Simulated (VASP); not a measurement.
Runs of VASP 6.6.1 on SiNi3. The structure is that of space group Pm-3m (No. 221), or close to it. The cells are those of the table. 

```tsv
task	cell	k mesh	cutoff (eV)	gap on the mesh (eV)	pressure (GPa)	relaxed volume (Å³/atom)
relaxation of cell and atoms	relaxed from a = 3.551 Å, 4 atoms	6 × 6 × 6	600	none	-0.3	10.79
relaxation of cell and atoms	relaxed from a = 3.505 Å, 4 atoms	14 × 14 × 14	600	none	-0.1	10.78
single point	a = 3.505 Å, 4 atoms	6 × 6 × 6	520	none	(a)	-
single point	a = 3.506 Å, 4 atoms	14 × 14 × 14	520	none	0.1	-
```

Alike in all rows: level PBE; potentials or basis VASP PAW PBE potentials, release 64 (Si, Ni); no spin polarisation; smearing gaussian 0.1 eV.

Problem. Fill in the values left out.

Solution. (a) 0.3.

A gap of «none» marks levels without a gap at the run's occupations.
